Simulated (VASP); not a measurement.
The system is ScAlH6.

```
CELL_PARAMETERS angstrom
2.92120 1.68656 1.88789
-2.92120 1.68656 1.88789
0.00000 -3.37311 1.88789
ATOMIC_POSITIONS crystal
Sc 0.00000 0.00000 0.00000
Al 0.50000 0.50000 0.50000
H 0.54957 0.23042 0.12035
H 0.23042 0.12035 0.54957
H 0.87965 0.45043 0.76958
H 0.76958 0.87965 0.45043
H 0.45043 0.76958 0.87965
H 0.12035 0.54957 0.23042
```

```yaml
Program: VASP 6.6.1
Task: relaxation of cell and atoms
Functional: r2SCAN
Dispersion: rVV10
Potentials_or_basis: VASP PAW PBE potentials, release 64 (Sc_sv, Al, H)
Cutoff: 600 eV
k_mesh: 6 × 6 × 6
Occupations: fermi-dirac, width 0.03 eV
Spin: no spin polarisation
```

At the start: pressure 0.9 GPa; volume 6.98 Å³/atom.

Problem. How do energy, volume and symmetry change on relaxing?

Solution. Over 11 steps the energy falls by 6.0 meV/atom and the volume is 7.22 Å³/atom (+3.5 %); space group R-3 (No. 148, to 0.05 Å).

Step by step:
```csv
step,energy change (eV),largest force (eV/Å),pressure (GPa),volume (Å³)
1,0.0000,0.2794,0.90,55.81
2,-0.0200,0.1633,0.90,56.12
3,-0.0316,0.0742,1.01,56.63
4,-0.0353,0.0593,0.13,57.19
5,-0.0359,0.0556,-0.46,57.58
6,-0.0378,0.0504,-0.29,57.55
7,-0.0399,0.0443,0.14,57.48
8,-0.0414,0.0400,0.13,57.50
9,-0.0448,0.0287,0.11,57.55
10,-0.0474,0.0151,0.08,57.66
11,-0.0478,0.0093,0.08,57.74
```

Final structure:
```
Sc Al H
1.0
     2.96277    1.71055    1.89871
    -2.96277    1.71056    1.89871
    -0.00001   -3.42111    1.89871
Sc Al H
1 1 6
Direct
  0.00000 0.00000 0.00000
  0.50000 0.50000 0.50000
  0.55514 0.22331 0.14242
  0.22331 0.14242 0.55514
  0.85758 0.44486 0.77669
  0.77669 0.85758 0.44486
  0.44486 0.77669 0.85758
  0.14242 0.55514 0.22331
```

Caveat: the PAW data sets were made with another functional, which shifts forces and pressure a little.
